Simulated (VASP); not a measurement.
Set up this calculation in VASP 6.6.1, as the native input.

- Task: single point
- Functional: PBE
- Potentials or basis: VASP PAW PBE potentials, release 64 (In_d)
- Cutoff: 520 eV
- k mesh: 6 × 6 × 6
- Occupations: gaussian, width 0.1 eV
- Spin: no spin polarisation
- Dipole correction: no
- Further INCAR settings: ALGO = Fast; EDIFF = 1e-06; NBANDS = 26

The structure of In lies in POSCAR:

```
In
1.0
    1.6696368166      0.9639652655      8.2074632500
   -1.6696368166      0.9639652655      8.2074632500
    0.0000000000     -1.9279305310      8.2074632500
In
3
Direct
    0.0000000000      0.0000000000      0.0000000000
    0.7780122400      0.7780122400      0.7780122400
    0.2219877600      0.2219877600      0.2219877600
```

One way to write it, as run:

INCAR

```
SYSTEM = In
  PREC = Accurate
  ENCUT = 520
  EDIFF = 1E-6
  ISMEAR = 0
  SIGMA = 0.1
  LREAL = .False.
  LASPH = .True.
  NELM = 80
  ALGO = Fast
  ISIF = 2
  LWAVE = .False.
  LCHARG = .False.
  GGA = PE
  NBANDS = 26
```

KPOINTS

```
regular mesh
0
Gamma
  6 6 6
  0 0 0
```

Potentials or basis: VASP PAW PBE potentials, release 64 (In_d).

Launch:

```sh
$ cat potpaw_PBE.64/In_d/POTCAR > POTCAR
$ mpirun -np 1 vasp_std > vasp.out
```

It gave:

* Pressure: 1.3 GPa
* Largest force: 0.013 eV/Å
* Band gap on the k mesh: zero (an odd number of electrons rules out a gap without spin polarisation)

Caveat: the k points lie up to 0.36 Å⁻¹ apart, too coarse for converged energies and pressures of a metal; spin-orbit coupling is left out, which moves the levels of the heavy elements.

Wall time 15 min on 1 thread of Intel Xeon 8259CL, on a shared host, peak memory 0.56 GiB.
